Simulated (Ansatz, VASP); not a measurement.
# LiF in VASP and in Ansatz

The input INCAR:

```
PREC     = Accurate       # precision mode
ENCUT    = 520            # plane-wave cutoff, eV
EDIFF    = 1E-6           # SCF threshold, eV
ISMEAR   = 0              # smearing method
SIGMA    = 0.05           # smearing width, eV
LREAL    = False          # projectors in reciprocal space
LASPH    = True           # aspherical terms in the spheres
NELM     = 80             # most SCF steps
ALGO     = Normal         # electronic algorithm
ISIF     = 2              # what is computed and relaxed
LWAVE    = False          # write WAVECAR
LCHARG   = True           # write CHGCAR
GGA      = CA             # functional
LELF     = True           # ELF
LVHAR    = True         
NBANDS   = 18             # bands
```

KPOINTS

```
regular mesh
0
Gamma
  9 9 6
```

POSCAR

```
LiF
1.0
    3.2002906382      0.0000000000      0.0000000000
   -1.6001453191      2.7715329922      0.0000000000
    0.0000000000      0.0000000000      4.5773756998
Li F
2 2
Direct
    0.3333333333      0.6666666667      0.3839784076
    0.6666666667      0.3333333333      0.8839784076
    0.3333333333      0.6666666667      0.9910195924
    0.6666666667      0.3333333333      0.4910195924
```

Input for Ansatz:

```yaml
crystal:
  lattice:
    - [3.2002906382, 0.0, 0.0]
    - [-1.6001453191, 2.7715329922, 0.0]
    - [0.0, 0.0, 4.5773756998]
  atoms:
    - { symbol: Li, position: [0.3333333333, 0.6666666667, 0.3839784076] }
    - { symbol: Li, position: [0.6666666667, 0.3333333333, 0.8839784076] }
    - { symbol: F, position: [0.3333333333, 0.6666666667, 0.9910195924] }
    - { symbol: F, position: [0.6666666667, 0.3333333333, 0.4910195924] }
basis:
  ecutwfc: 520.0
kpoints:
  mp_grid: { grid: [9, 9, 6] }
hamiltonian:
  xc: lda
scf:
  occupations: { method: gaussian, width: 0.05 }
output:
  forces: true
  stress: true
  eigenvalues: true
```

Alike in both runs: task single point; functional LDA; k mesh 9 × 9 × 6; occupations gaussian, width 0.05 eV; no spin polarisation.

|  | VASP | Ansatz |
| --- | --- | --- |
| version | VASP 6.6.1 | Ansatz 0.2.0 |
| potentials or method | VASP PAW LDA potentials, release 64 (Li_sv, F), cutoff 520 eV | scalar-relativistic, plane waves, PAW |
| valence electrons in the cell | 20 | 20 |

|  | VASP | Ansatz | Ansatz less VASP |
| --- | --- | --- | --- |
| gap on the k mesh at the Fermi level (eV) | 7.26 | 7.28 | +0.014 |
| least direct gap on the mesh (eV) | 7.26 | 7.28 | +0.014 |
| rms of the force components (eV/Å) | 0.151 | 0.147 | -0.0045 |

LDA's correlation is that of Perdew and Zunger in VASP and of Perdew and Wang (1992) in Ansatz. Atom by atom the forces differ by 0.005 eV/Å (rms over components).

Noted on VASP's run: the cutoff is short for stress, so the pressure is rough.
